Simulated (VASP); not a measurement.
## Ta2N: single point with RPBE

Ta2N:

```
CELL_PARAMETERS angstrom
3.11286 0.00000 0.00000
-1.55643 2.69582 0.00000
0.00000 0.00000 4.86984
ATOMIC_POSITIONS crystal
Ta 0.33333 0.66667 0.25471
Ta 0.66667 0.33333 0.74529
N 0.00000 0.00000 0.00000
```

- Program: VASP 6.6.1
- Task: single point
- Functional: RPBE
- Potentials or basis: VASP PAW PBE potentials, release 64 (Ta_pv, N)
- Cutoff: 520 eV
- k mesh: 10 × 10 × 6
- Occupations: fermi-dirac, width 0.05 eV
- Spin: no spin polarisation

| Item | Value |
| --- | --- |
| Pressure | 3.0 GPa |
| Largest force | 0.138 eV/Å |

Forces in eV/Å, atoms in the order of the input:
```
Ta   0.000  0.000  0.138
Ta   0.000  0.000 -0.138
N    0.000  0.000  0.000
```

Stress tensor (GPa, compression positive):
```
2.54 0.00 0.00
0.00 2.54 0.00
0.00 0.00 3.94
```

Levels at points of the mesh, in eV from the Fermi level:
| k point | band 12 | band 13 | band 14 | band 15 | band 16 | band 17 |
| --- | --- | --- | --- | --- | --- | --- |
| (0.00, 0.00, 0.00) | -0.65 | -0.23 | -0.23 | 0.27 | 0.28 | 0.28 |
| (0.50, 0.00, 0.00) | -2.64 | -1.40 | 1.76 | 1.88 | 3.70 | 3.97 |
| (0.00, 0.00, 0.50) | -2.67 | -1.11 | -1.11 | 1.77 | 1.87 | 2.28 |
| (0.50, 0.00, 0.50) | -2.19 | -2.14 | -0.28 | 0.72 | 3.28 | 3.51 |

It took 60 s on 1 thread of AMD EPYC 7R43 64-Core Processor (Zen 3) (shared host), peak memory 0.15 GiB.

Caveat: the PAW data sets were made with another functional, which shifts forces and pressure a little; spin-orbit coupling is left out, which moves the levels of the heavy elements.
